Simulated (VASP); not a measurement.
Set up this calculation in VASP 6.6.1, as the native input.

```
Task                   : relaxation of cell and atoms
Functional             : PBE
Potentials or basis    : VASP PAW PBE potentials, release 64 (B, As_d)
Cutoff                 : 560 eV
k mesh                 : 8 × 8 × 8
Occupations            : fermi-dirac, width 0.02 eV
Spin                   : no spin polarisation
Dipole correction      : no
Further INCAR settings : ALGO = Normal; EDIFF = 1e-07; IBRION = 2; EDIFFG = -0.005; NSW = 80; ISIF = 3
```

The structure of BAs lies in POSCAR:

```
BAs
1.0
    0.0000000000      2.3294928661      2.3294928661
    2.3294928661      0.0000000000      2.3294928661
    2.3294928661      2.3294928661      0.0000000000
B As
1 1
Direct
    0.0000000000      0.0000000000      0.0000000000
    0.2500000000      0.2500000000      0.2500000000
```

These files were run (other wordings do the same):

INCAR

```
SYSTEM = BAs
  ALGO = Normal
  EDIFF = 1E-7
  EDIFFG = -0.005
  ENCUT = 560
  GGA = PE
  GGA_COMPAT = .FALSE.
  IBRION = 2
  ISIF = 3
  ISMEAR = -1
  LASPH = .TRUE.
  LCHARG = .FALSE.
  LREAL = .FALSE.
  LWAVE = .FALSE.
  NELM = 120
  NELMIN = 4
  NSW = 80
  PREC = Accurate
  SIGMA = 0.02
```

KPOINTS

```
k-points
0
G
  8 8 8
  0 0 0
```

Potentials or basis: VASP PAW PBE potentials, release 64 (B, As_d).

Command:

```console
$ cat potpaw_PBE.64/B/POTCAR potpaw_PBE.64/As_d/POTCAR > POTCAR
$ mpirun -np 1 vasp_std > vasp.out
```

It gave:

- Relaxed volume: 13.89 Å³/atom
- Relaxed cell: a = 3.400 Å, b = 3.400 Å, c = 3.400 Å, α = 60.00°, β = 60.00°, γ = 60.00°
- Space group after relaxing (to 0.1 Å): F-43m (No. 216)
- Energy gained by relaxing: 54.3 meV/atom
- Ionic steps: 16
- Pressure after relaxing: 0.0 GPa
- Band gap on the k mesh: 1.22 eV (least direct gap 3.26 eV)

Run time: 48 s on 1 thread of AMD EPYC 9R45 96-Core Processor (Zen 5) (shared host), peak memory 0.13 GiB.
